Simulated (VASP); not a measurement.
# Hf (P6_3/mmc) in VASP: notebook

Runs on Hf. Level: PBE. Tasks: single point.

Everything below comes from runs of VASP 6.6.1. Logs are shortened: lines on timing, memory, paths and dates and some standing lists are left out, and cuts for length are marked.

### 1 The cell of the first run

It takes space group P6_3/mmc (No. 194, hexagonal). The conventional cell has a = 3.200 Å, b = 3.200 Å, c = 10.234 Å, α = 90.00°, β = 90.00°, γ = 120.00°. Within 4.2 Å of Hf (site symmetry -3m) lie 12 Hf at 3.16 to 3.20 Å. Hf (site symmetry -6m2) has 12 Hf at 3.16 to 3.20 Å within 4.2 Å.

### 2 Single point, PBE

Contents of INCAR:

```
PREC     = Accurate       # precision mode
ENCUT    = 520            # plane-wave cutoff, eV
EDIFF    = 1E-6           # SCF threshold, eV
ISMEAR   = -1             # smearing method
SIGMA    = 0.1            # smearing width, eV
LREAL    = False          # projectors in reciprocal space
LASPH    = True           # aspherical terms in the spheres
NELM     = 80             # most SCF steps
ALGO     = Normal         # electronic algorithm
ISIF     = 2              # what is computed and relaxed
LWAVE    = False          # write WAVECAR
LCHARG   = False          # write CHGCAR
GGA      = PE             # functional
NBANDS   = 28             # bands
```

Contents of KPOINTS:

```
regular mesh
0
Gamma
  11 11 3
```

Contents of POSCAR:

```
Hf
1.0
    3.1997158515      0.0000000000      0.0000000000
   -1.5998579257      2.7710352123      0.0000000000
    0.0000000000      0.0000000000     10.2336612386
Hf
4
Direct
    1.0000000000      1.0000000000      1.0000000000
    1.0000000000      1.0000000000      0.5000000000
    0.3333333333      0.6666666667      0.2500000000
    0.6666666667      0.3333333333      0.7500000000
```

Potentials or basis: VASP PAW PBE potentials, release 64 (Hf_pv).

Command:

```bash
cat potpaw_PBE.64/Hf_pv/POTCAR > POTCAR
mpirun -np 1 vasp_std > vasp.out
```

OUTCAR:

```text
PREC = Accurate
   ENCUT = 520
   EDIFF = 1E-6
   ISMEAR = -1
   LREAL = False
   LASPH = True
   NELM = 80
   ISIF = 2
   GGA = PE

 ion  position               nearest neighbor table
   1  0.000  0.000  0.000-   3 3.16   4 3.16   3 3.16   4 3.16   4 3.16   3 3.16
   2  0.000  0.000  0.500-   3 3.16   4 3.16   3 3.16   4 3.16   4 3.16   3 3.16
   3  0.333  0.667  0.250-   1 3.16   2 3.16   1 3.16   2 3.16   1 3.16   2 3.16
   4  0.667  0.333  0.750-   1 3.16   2 3.16   1 3.16   2 3.16   1 3.16   2 3.16

  LATTYP: Found a hexagonal cell.
 ALAT       =     3.1997158515
 C/A-ratio  =     3.1983031349

  Lattice vectors:

 A1 = (   3.1997158515,   0.0000000000,   0.0000000000)
 A2 = (  -1.5998579257,   2.7710352123,   0.0000000000)
 A3 = (   0.0000000000,   0.0000000000,  10.2336612386)

Analysis of symmetry for initial positions (statically):
=====================================================================
 Subroutine PRICEL returns:
 Original cell was already a primitive cell.

 Routine SETGRP: Setting up the symmetry group for a
 hexagonal supercell.

 Subroutine GETGRP returns: Found 24 space group operations
 (whereof 12 operations were pure point group operations)
 out of a pool of 24 trial point group operations.

The static configuration has the point symmetry D_3d.
 The point group associated with its full space group is D_6h.

Analysis of symmetry for dynamics (positions and initial velocities):
=====================================================================
 Subroutine PRICEL returns:
 Original cell was already a primitive cell.

 Routine SETGRP: Setting up the symmetry group for a
 hexagonal supercell.

 Subroutine GETGRP returns: Found 24 space group operations
 (whereof 12 operations were pure point group operations)
 out of a pool of 24 trial point group operations.

The dynamic configuration has the point symmetry D_3d.
 The point group associated with its full space group is D_6h.

 Subroutine INISYM returns: Found 24 space group operations
 (whereof 12 operations are pure point group operations),
 and found     1 'primitive' translations

----------------------------------------------------------------------------------------

                                     Primitive cell

  volume of cell :      90.7370

  direct lattice vectors                    reciprocal lattice vectors
     3.199715852  0.000000000  0.000000000     0.312527751  0.180437981  0.000000000
    -1.599857926  2.771035212  0.000000000     0.000000000  0.360875963  0.000000000
     0.000000000  0.000000000 10.233661239     0.000000000  0.000000000  0.097716739

  length of vectors
     3.199715852  3.199715851 10.233661239     0.360875963  0.360875963  0.097716739

  position of ions in fractional coordinates (direct lattice)
     0.000000000  0.000000000  0.000000000
     0.000000000  0.000000000  0.500000000
     0.333333333  0.666666667  0.250000000
     0.666666667  0.333333333  0.750000000

  ion indices of the primitive-cell ions
   primitive index   ion index
                 1           1
                 2           2
                 3           3
                 4           4

----------------------------------------------------------------------------------------

 KPOINTS: regular mesh

Automatic generation of k-mesh.
 Grid dimensions read from file:
 generate k-points for:   11   11    3

 Generating k-lattice:

  Cartesian coordinates                     Fractional coordinates (reciprocal lattice)
     0.028411614  0.016403453  0.000000000     0.090909091 -0.000000000  0.000000000
     0.000000000  0.032806906  0.000000000     0.000000000  0.090909091  0.000000000
     0.000000000  0.000000000  0.032572246     0.000000000  0.000000000  0.333333333

  Length of vectors
     0.032806906  0.032806906  0.032572246

  Shift w.r.t. Gamma in fractional coordinates (k-lattice)
     0.000000000  0.000000000  0.000000000

 Subroutine IBZKPT returns following result:
 ===========================================

 Found     32 irreducible k-points:

 Following reciprocal coordinates:
            Coordinates               Weight
  0.000000  0.000000  0.000000      1.000000
  0.090909 -0.000000  0.000000      6.000000
  0.181818 -0.000000  0.000000      6.000000
  0.272727  0.000000  0.000000      6.000000
  0.363636  0.000000  0.000000      6.000000
  0.454545  0.000000  0.000000      6.000000
[... 16 lines left out ...]
  0.090909  0.090909  0.333333     12.000000
  0.181818  0.090909  0.333333     24.000000
 [... further k-points ...]
   k-points           NKPTS =     32   k-points in BZ     NKDIM =     32   number of bands    NBANDS=     28
   number of dos      NEDOS =    301   number of ions     NIONS =      4
   total plane-waves  NPLWV =  46080
   dimension x,y,z NGX =    24 NGY =   24 NGZ =   80
   dimension x,y,z NGXF=    48 NGYF=   48 NGZF=  160
   ions per type =               4
   NGX,Y,Z   is equivalent  to a cutoff of  12.47, 12.47, 13.00 a.u.
   NGXF,Y,Z  is equivalent  to a cutoff of  24.94, 24.94, 25.99 a.u.
 SYSTEM =  unknown system
   PREC   = accura    normal or accurate (medium, high low for compatibility)
   ISTART =      0    job   : 0-new  1-cont  2-samecut
   ICHARG =      2    charge: 1-file 2-atom 10-const
   ISPIN  =      1    spin polarized calculation?
   LNONCOLLINEAR =      F non collinear calculations
   LSORBIT =      F    spin-orbit coupling
   LASPH  =      T    aspherical Exc in radial PAW
   ENCUT  =  520.0 eV  38.22 Ry    6.18 a.u.   5.95  5.95 19.03*2*pi/ulx,y,z
   NELM   =     80;   NELMIN=  2; NELMDL= -5     # of ELM steps
   EDIFF  = 0.1E-05   stopping-criterion for ELM
   LREAL  =      F    real-space projection
   EDIFFG = 0.1E-04   stopping-criterion for IOM
   NSW    =      0    number of steps for IOM
   IBRION =     -1    ionic relax: 0-MD 1-quasi-New 2-CG
   NFREE  =      0    steps in history (QN), initial steepest desc. (CG)
   ISIF   =      2    stress and relaxation
   ISYM   =      2    0-nonsym 1-usesym 2-fastsym
   POTIM  = 0.5000    time-step for ionic-motion
   TEBEG  =    0.0;   TEEND  =   0.0 temperature during run
   PSTRESS=    0.0 pullay stress
   NELECT =      40.0000    total number of electrons
   NUPDOWN=      -1.0000    fix difference up-down
   EMIN   =  10.00;   EMAX   =-10.00  energy-range for DOS
   EFERMI =   0.00;   METHOD = LEGACY
   ISMEAR =    -1;   SIGMA  =   0.10  broadening in eV -4-tet -1-fermi 0-gaus
   EFERMI_NEDOS =   21; number of points for ismear=-14 and -15
   IALGO  =     38    algorithm
   IMIX   =      4    mixing-type and parameters
     AMIX     =   0.40;   BMIX     =  1.00
     AMIX_MAG =   1.60;   BMIX_MAG =  1.00
  volume/ion in A,a.u.               =      22.68       153.08
  Fermi-wavevector in a.u.,A,eV,Ry     =   1.245948  2.354501 21.121507  1.552387
  Thomas-Fermi vector in A             =   2.380148
   LORBIT       =      0    0 simple, 1 ext, 2 COOP (PROOUT), +10 PAW based schemes
   GGA     = PE    functional components
   LHFCALC =     F    Hartree Fock is set to
   AEXX    =    0.0000 exact exchange contribution
   IVDW    =     0    specifies the selected vdW correction
   LEPSILON=     F    determine dielectric tensor
   LRPA    =     F    only Hartree local field effects (RPA)
 non-spin polarized calculation
  energy-cutoff  :      520.00
  volume of cell :       90.74
 maximum number of plane-waves:      2468
 NGX is ok and might be reduce to    24
   NGX = 11   NGY = 11   NGZ = 39

 number of electron      40.0000014 magnetization

 Free energy of the ion-electron system (eV)
  ---------------------------------------------------
  ext. energy  EPLUGINS =         0.00000000
  ---------------------------------------------------
  free energy    TOTEN  =       -39.57691437 eV

  energy without entropy =      -39.40445004  energy(sigma->0) =      -39.49068220

 E-fermi :   4.7103     XC(G=0): -11.2228

 val. band max:        4.6990959025   @ k =   0.1818  -0.0000   0.3333
 cond. band min:       4.7168244919   @ k =   0.3636   0.2727   0.3333
 fundamental gap:      0.0177285894
 Fermi energy:         4.7103493326

 k-point     1 :       0.0000    0.0000    0.0000
  band No.  band energies     occupation
      1     -26.2360      2.00000
      2     -25.8614      2.00000
      3     -25.8276      2.00000
      4     -25.5517      2.00000
      5     -25.5517      2.00000
      6     -25.5100      2.00000
[... 20 lines left out ...]
     27       6.5528      0.00000
     28       6.5528      0.00000

 k-point     2 :       0.0909   -0.0000    0.0000
  band No.  band energies     occupation
      1     -26.2158      2.00000
      2     -25.8692      2.00000
      3     -25.8351      2.00000
      4     -25.5956      2.00000
      5     -25.5662      2.00000
      6     -25.5418      2.00000
[... 20 lines left out ...]
     27       6.6409      0.00000
     28       6.7627      0.00000

 k-point     3 :       0.1818   -0.0000    0.0000
  band No.  band energies     occupation
      1     -26.1588      2.00000
      2     -25.9081      2.00000
      3     -25.8702      2.00000
      4     -25.7078      2.00000
      5     -25.6306      2.00000
      6     -25.6037      2.00000
[... 20 lines left out ...]
     27       7.1430      0.00000
     28       7.1918      0.00000

 k-point     4 :       0.2727    0.0000    0.0000
  band No.  band energies     occupation
      1     -26.0812      2.00000
      2     -26.0024      2.00000
      3     -25.9461      2.00000
      4     -25.8482      2.00000
      5     -25.7788      2.00000
      6     -25.6508      2.00000
[... 578 lines left out ...]
     27       8.7590      0.00000
     28      10.1007      0.00000

 k-point    23 :       0.0909    0.0909    0.3333
  band No.  band energies     occupation
      1     -26.1372      2.00000
      2     -26.0276      2.00000
      3     -25.7221      2.00000
      4     -25.6569      2.00000
      5     -25.6211      2.00000
      6     -25.6171      2.00000
[... 20 lines left out ...]
     27       6.7507      0.00000
     28       6.7863      0.00000

 k-point    24 :       0.1818    0.0909    0.3333
  band No.  band energies     occupation
      1     -26.0861      2.00000
      2     -26.0265      2.00000
      3     -25.8418      2.00000
      4     -25.7740      2.00000
      5     -25.7440      2.00000
      6     -25.6918      2.00000
[... 20 lines left out ...]
     27       7.2741      0.00000
     28       7.4741      0.00000

 [... further k-points ...]
[... 5 lines left out ...]
  --------------------------------------------------------------------------------------
  -------------------------------------------------------------------------------------
  Total       -0.2377921     -0.2377921     -0.2829874     -0.0000000      0.0000000      0.0000000
  in kB       -4.1987843     -4.1987843     -4.9968143     -0.0000000      0.0000000      0.0000000
  external PRESSURE =      -4.4647943 kB  Pullay stress =       0.0000000 kB

 VOLUME and BASIS-vectors are now :
 -----------------------------------------------------------------------------
  energy-cutoff  :      520.00
  volume of cell :       90.74
      direct lattice vectors                 reciprocal lattice vectors
     3.199715852  0.000000000  0.000000000     0.312527751  0.180437981  0.000000000
    -1.599857926  2.771035212  0.000000000     0.000000000  0.360875963  0.000000000
     0.000000000  0.000000000 10.233661239     0.000000000  0.000000000  0.097716739

 POSITION                                       TOTAL-FORCE (eV/Angst)
 -----------------------------------------------------------------------------------
      0.00000      0.00000      0.00000         0.000000      0.000000     -0.000000
      0.00000      0.00000      5.11683         0.000000      0.000000     -0.000000
     -0.00000      1.84736      2.55842        -0.000000      0.000000      0.000000
      1.59986      0.92368      7.67525         0.000000      0.000000      0.000000
 -----------------------------------------------------------------------------------
    total drift:                               -0.000000      0.000000     -0.000000

  FREE ENERGIE OF THE ION-ELECTRON SYSTEM (eV)
  ---------------------------------------------------
  free  energy   TOTEN  =       -39.5769143708 eV

  energy  without entropy=      -39.4044500358  energy(sigma->0) =      -39.49068220
```

It took 26 s on 1 thread of Intel Xeon 6975P-C (Granite Rapids), shared host; peak memory 0.23 GiB.

Results:

| Property | Result |
| --- | --- |
| Free energy | -39.5769 eV |
| Pressure | -0.4 GPa |
| Band gap on the k mesh | zero (bands 20 and 21 overlap by 1.58 eV) |

Levels at points of the mesh, in eV from the Fermi level:
```tsv
k point	band 18	band 19	band 20	band 21	band 22	band 23
(0.00, 0.00, 0.00)	0.20	0.63	1.06	1.06	1.17	1.17
```

Caveat: spin-orbit coupling is left out, which moves the levels of the heavy elements.

### 3 Single point, PBE (19.96 Å³/atom)

This run uses another cell than the first one, of 19.96 Å³/atom.

Contents of INCAR:

```
PREC = Accurate ; ENCUT = 520
EDIFF = 1E-6 ; ISMEAR = -1
SIGMA = 0.1 ; LREAL = F
LASPH = T ; NELM = 100
ALGO = Normal ; ISIF = 2
LWAVE = F ; LCHARG = F
GGA = PE ; NBANDS = 28
```

Contents of KPOINTS:

```
Automatic mesh
0
Gamma
  15 15 4
```

Contents of POSCAR:

```
Hf
1.0
    3.0662364136      0.0000000000      0.0000000000
   -1.5331182068      2.6554386282      0.0000000000
    0.0000000000      0.0000000000      9.8067535338
Hf
4
Direct
    1.0000000000      1.0000000000      1.0000000000
    1.0000000000      1.0000000000      0.5000000000
    0.3333333333      0.6666666667      0.2500000000
    0.6666666667      0.3333333333      0.7500000000
```

Potentials or basis: VASP PAW PBE potentials, release 64 (Hf_pv).

Command:

```bash
cat potpaw_PBE.64/Hf_pv/POTCAR > POTCAR
mpirun -np 1 vasp_std > vasp.out
```

It took 56 s on 1 thread of Intel Xeon 6975P-C (Granite Rapids), shared host; peak memory 0.28 GiB.

It converged, with:

* Free energy: -39.0928 eV
* Pressure: 16.0 GPa
* Band gap on the k mesh: zero (bands 20 and 21 overlap by 1.74 eV)

Stress tensor (GPa, compression positive):
```
15.87  0.00  0.00
 0.00 15.87  0.00
 0.00  0.00 16.27
```

Levels at points of the mesh, in eV from the Fermi level:
| k point | band 16 | band 17 | band 18 | band 19 | band 20 | band 21 | band 22 | band 23 | band 24 | band 25 |
| --- | --- | --- | --- | --- | --- | --- | --- | --- | --- | --- |
| (0.00, 0.00, 0.00) | -3.99 | 0.12 | 0.17 | 1.04 | 1.04 | 1.14 | 1.19 | 1.19 | 1.58 | 1.73 |
| (0.00, 0.00, 0.50) | -4.25 | 0.38 | 0.38 | 1.01 | 1.01 | 1.26 | 1.26 | 1.26 | 1.26 | 1.60 |

Caveat: the cell stands under pressure; spin-orbit coupling is left out, which moves the levels of the heavy elements.
